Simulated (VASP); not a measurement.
# CdS (wurtzite type) (P6_3mc) in VASP: single point with PBE

Aim: the single point of CdS (wurtzite type) with PBE.

Program: VASP 6.6.1. These are calculated values, not measurements. Logs are shortened: lines on timing, memory, paths and dates and some standing lists are left out, and cuts for length are marked.

### Step 1. The cell of the first run

Symmetry: P6_3mc, No. 186, hexagonal system. The conventional cell has a = 4.065 Å, b = 4.065 Å, c = 6.626 Å, α = 90.00°, β = 90.00°, γ = 120.00°. Within 3.3 Å of Cd (site symmetry 3m) lie 4 S at 2.49 Å. Within 3.3 Å of S (site symmetry 3m) lie 4 Cd at 2.49 Å.

### Step 2. Single point, PBE

INCAR

```
SYSTEM = CdS
  PREC = Accurate
  ENCUT = 520
  EDIFF = 1E-6
  ISMEAR = -1
  SIGMA = 0.08
  LREAL = .FALSE.
  LASPH = .TRUE.
  NELM = 100
  ALGO = Normal
  ISIF = 2
  LWAVE = .FALSE.
  LCHARG = .TRUE.
  GGA = PE
  LELF = .TRUE.
  LVHAR = .TRUE.
  NBANDS = 26
```

KPOINTS

```
Automatic mesh
0
G
  9 9 5
  0 0 0
```

POSCAR

```
CdS
1.0
    4.0649005640      0.0000000000      0.0000000000
   -2.0324502820      3.5203071523      0.0000000000
    0.0000000000      0.0000000000      6.6256701435
Cd S
2 2
Direct
    0.3333333333      0.6666666667      0.0000380035
    0.6666666667      0.3333333333      0.5000380035
    0.3333333333      0.6666666667      0.3759619965
    0.6666666667      0.3333333333      0.8759619965
```

Potentials or basis: VASP PAW PBE potentials, release 64 (Cd, S).

Command:

```bash
cat potpaw_PBE.64/Cd/POTCAR potpaw_PBE.64/S/POTCAR > POTCAR
mpirun -np 1 vasp_std > vasp.out
```

OUTCAR:

```text
SYSTEM = CdS
   PREC = Accurate
   ENCUT = 520
   EDIFF = 1E-6
   ISMEAR = -1
   LREAL = .FALSE.
   LASPH = .TRUE.
   NELM = 100
   ISIF = 2
   GGA = PE

 ion  position               nearest neighbor table
   1  0.333  0.667  0.000-   4 2.49   4 2.49   4 2.49   3 2.49
   2  0.667  0.333  0.500-   3 2.49   3 2.49   3 2.49   4 2.49
   3  0.333  0.667  0.376-   2 2.49   2 2.49   2 2.49   1 2.49
   4  0.667  0.333  0.876-   1 2.49   1 2.49   1 2.49   2 2.49

  LATTYP: Found a hexagonal cell.
 ALAT       =     4.0649005640
 C/A-ratio  =     1.6299710261

  Lattice vectors:

 A1 = (   4.0649005640,   0.0000000000,   0.0000000000)
 A2 = (  -2.0324502820,   3.5203071523,   0.0000000000)
 A3 = (   0.0000000000,   0.0000000000,   6.6256701435)

Analysis of symmetry for initial positions (statically):
=====================================================================
 Subroutine PRICEL returns:
 Original cell was already a primitive cell.

 Routine SETGRP: Setting up the symmetry group for a
 hexagonal supercell.

 Subroutine GETGRP returns: Found 12 space group operations
 (whereof  6 operations were pure point group operations)
 out of a pool of 24 trial point group operations.

The static configuration has the point symmetry C_3v.
 The point group associated with its full space group is C_6v.

Analysis of symmetry for dynamics (positions and initial velocities):
=====================================================================
 Subroutine PRICEL returns:
 Original cell was already a primitive cell.

 Routine SETGRP: Setting up the symmetry group for a
 hexagonal supercell.

 Subroutine GETGRP returns: Found 12 space group operations
 (whereof  6 operations were pure point group operations)
 out of a pool of 24 trial point group operations.

The dynamic configuration has the point symmetry C_3v.
 The point group associated with its full space group is C_6v.

 Subroutine INISYM returns: Found 12 space group operations
 (whereof  6 operations are pure point group operations),
 and found     1 'primitive' translations

----------------------------------------------------------------------------------------

                                     Primitive cell

  volume of cell :      94.8113

[... 78 lines left out ...]
   dimension x,y,z NGXF=    60 NGYF=   60 NGZF=  100
   ions per type =               2   2
   NGX,Y,Z   is equivalent  to a cutoff of  12.27, 12.27, 12.55 a.u.
   NGXF,Y,Z  is equivalent  to a cutoff of  24.54, 24.54, 25.09 a.u.
 SYSTEM =  CdS
   PREC   = accura    normal or accurate (medium, high low for compatibility)
   ISTART =      0    job   : 0-new  1-cont  2-samecut
   ICHARG =      2    charge: 1-file 2-atom 10-const
   ISPIN  =      1    spin polarized calculation?
   LNONCOLLINEAR =      F non collinear calculations
   LSORBIT =      F    spin-orbit coupling
   LASPH  =      T    aspherical Exc in radial PAW
   ENCUT  =  520.0 eV  38.22 Ry    6.18 a.u.   7.56  7.56 12.32*2*pi/ulx,y,z
   NELM   =    100;   NELMIN=  2; NELMDL= -5     # of ELM steps
   EDIFF  = 0.1E-05   stopping-criterion for ELM
   LREAL  =      F    real-space projection
   EDIFFG = 0.1E-04   stopping-criterion for IOM
   NSW    =      0    number of steps for IOM
   IBRION =     -1    ionic relax: 0-MD 1-quasi-New 2-CG
   NFREE  =      0    steps in history (QN), initial steepest desc. (CG)
   ISIF   =      2    stress and relaxation
   ISYM   =      2    0-nonsym 1-usesym 2-fastsym
   POTIM  = 0.5000    time-step for ionic-motion
   TEBEG  =    0.0;   TEEND  =   0.0 temperature during run
   PSTRESS=    0.0 pullay stress
   NELECT =      36.0000    total number of electrons
   NUPDOWN=      -1.0000    fix difference up-down
   EMIN   =  10.00;   EMAX   =-10.00  energy-range for DOS
   EFERMI =   0.00;   METHOD = LEGACY
   ISMEAR =    -1;   SIGMA  =   0.08  broadening in eV -4-tet -1-fermi 0-gaus
   EFERMI_NEDOS =   21; number of points for ismear=-14 and -15
   IALGO  =     38    algorithm
   IMIX   =      4    mixing-type and parameters
     AMIX     =   0.40;   BMIX     =  1.00
     AMIX_MAG =   1.60;   BMIX_MAG =  1.00
  volume/ion in A,a.u.               =      23.70       159.95
  Fermi-wavevector in a.u.,A,eV,Ry     =   1.185465  2.240205 19.120653  1.405328
  Thomas-Fermi vector in A             =   2.321659
   LORBIT       =      0    0 simple, 1 ext, 2 COOP (PROOUT), +10 PAW based schemes
   GGA     = PE    functional components
[... 5 lines left out ...]
 non-spin polarized calculation
  energy-cutoff  :      520.00
  volume of cell :       94.81
 maximum number of plane-waves:      2579
 NGX is ok and might be reduce to    30
   NGX = 15   NGY = 15   NGZ = 25

 number of electron      36.0000026 magnetization

 Free energy of the ion-electron system (eV)
  ---------------------------------------------------
  ext. energy  EPLUGINS =         0.00000000
  ---------------------------------------------------
  free energy    TOTEN  =       -12.11176468 eV

  energy without entropy =      -12.11175905  energy(sigma->0) =      -12.11176187

 E-fermi :   2.4687     XC(G=0):  -9.3597

 val. band max:        1.7180864115   @ k =   0.0000   0.0000   0.0000
 cond. band min:       3.0488696505   @ k =   0.0000   0.0000   0.0000
 fundamental gap:      1.3307832389
 Fermi energy:         2.4687265396

 k-point     1 :       0.0000    0.0000    0.0000
  band No.  band energies     occupation
      1     -10.9505      2.00000
      2     -10.4742      2.00000
      3      -6.1719      2.00000
      4      -6.1609      2.00000
      5      -6.1609      2.00000
      6      -6.0650      2.00000
[... 685 lines left out ...]
     25      11.1399      0.00000
     26      11.2677      0.00000

 [... further k-points ...]
[... 5 lines left out ...]
  --------------------------------------------------------------------------------------
  -------------------------------------------------------------------------------------
  Total        3.9245623      3.9245623      3.9272899      0.0000000      0.0000000      0.0000000
  in kB       66.3195417     66.3195417     66.3656348      0.0000000      0.0000000      0.0000000
  external PRESSURE =      66.3349061 kB  Pullay stress =       0.0000000 kB

 VOLUME and BASIS-vectors are now :
 -----------------------------------------------------------------------------
  energy-cutoff  :      520.00
  volume of cell :       94.81
      direct lattice vectors                 reciprocal lattice vectors
     4.064900564  0.000000000  0.000000000     0.246008478  0.142033061  0.000000000
    -2.032450282  3.520307152  0.000000000     0.000000000  0.284066122  0.000000000
     0.000000000  0.000000000  6.625670143     0.000000000  0.000000000  0.150928129

 POSITION                                       TOTAL-FORCE (eV/Angst)
 -----------------------------------------------------------------------------------
     -0.00000      2.34687      0.00025        -0.000000      0.000000      0.000338
      2.03245      1.17344      3.31309         0.000000      0.000000      0.000338
     -0.00000      2.34687      2.49100        -0.000000      0.000000     -0.000338
      2.03245      1.17344      5.80384         0.000000     -0.000000     -0.000338
 -----------------------------------------------------------------------------------
    total drift:                                0.000000      0.000000      0.001063

  FREE ENERGIE OF THE ION-ELECTRON SYSTEM (eV)
  ---------------------------------------------------
  free  energy   TOTEN  =       -12.1117646806 eV

  energy  without entropy=      -12.1117590521  energy(sigma->0) =      -12.11176187
```

OSZICAR:

```text
N       E                     dE             d eps       ncg     rms          rms(c)
DAV:   1     0.251426456101E+03    0.25143E+03   -0.17729E+04  1880   0.128E+03
DAV:   2     0.296757427239E+00   -0.25113E+03   -0.24219E+03  2030   0.323E+02
DAV:   3    -0.130528441797E+02   -0.13350E+02   -0.13275E+02  2310   0.751E+01
DAV:   4    -0.131859570231E+02   -0.13311E+00   -0.13296E+00  2138   0.719E+00
DAV:   5    -0.131879742693E+02   -0.20172E-02   -0.20171E-02  2210   0.892E-01    0.127E+01
DAV:   6    -0.121384675270E+02    0.10495E+01   -0.18514E+00  2504   0.148E+01    0.982E+00
DAV:   7    -0.121203514480E+02    0.18116E-01   -0.85926E-01  1956   0.497E+00    0.391E+00
DAV:   8    -0.121124632721E+02    0.78882E-02   -0.11767E-01  2030   0.346E+00    0.672E-01
DAV:   9    -0.121116078149E+02    0.85546E-03   -0.17774E-02  2044   0.174E+00    0.206E-01
DAV:  10    -0.121116222148E+02   -0.14400E-04   -0.15334E-03  2034   0.456E-01    0.111E-01
DAV:  11    -0.121117332105E+02   -0.11100E-03   -0.29365E-04  2110   0.115E-01    0.785E-02
DAV:  12    -0.121117537819E+02   -0.20571E-04   -0.19154E-04  1998   0.120E-01    0.258E-02
DAV:  13    -0.121117649398E+02   -0.11158E-04   -0.38592E-05  1948   0.479E-02    0.108E-02
DAV:  14    -0.121117646806E+02    0.25918E-06   -0.47628E-06  1974   0.147E-02
   1 F= -.12111765E+02 E0= -.12111762E+02  d E =-.562854E-05
```

stdout:

```text
POSCAR found type information on POSCAR CdS
 POSCAR found :  2 types and       4 ions
 scaLAPACK will be used
 LDA part: xc-table for (Slater+PW92), standard interpolation
 POSCAR, INCAR and KPOINTS ok, starting setup
 FFT: planning ... GRIDC
 FFT: planning ... GRID_SOFT
 FFT: planning ... GRID
 WAVECAR not read
 entering main loop
```

Run time: 84 s. Hardware: 1 thread of Intel Xeon 6975P-C, shared host; peak memory 0.24 GiB.

Results:

```yaml
Free_energy: -12.1118 eV
Pressure: 6.6 GPa
Band_gap_on_the_k_mesh: 1.33 eV, direct
```
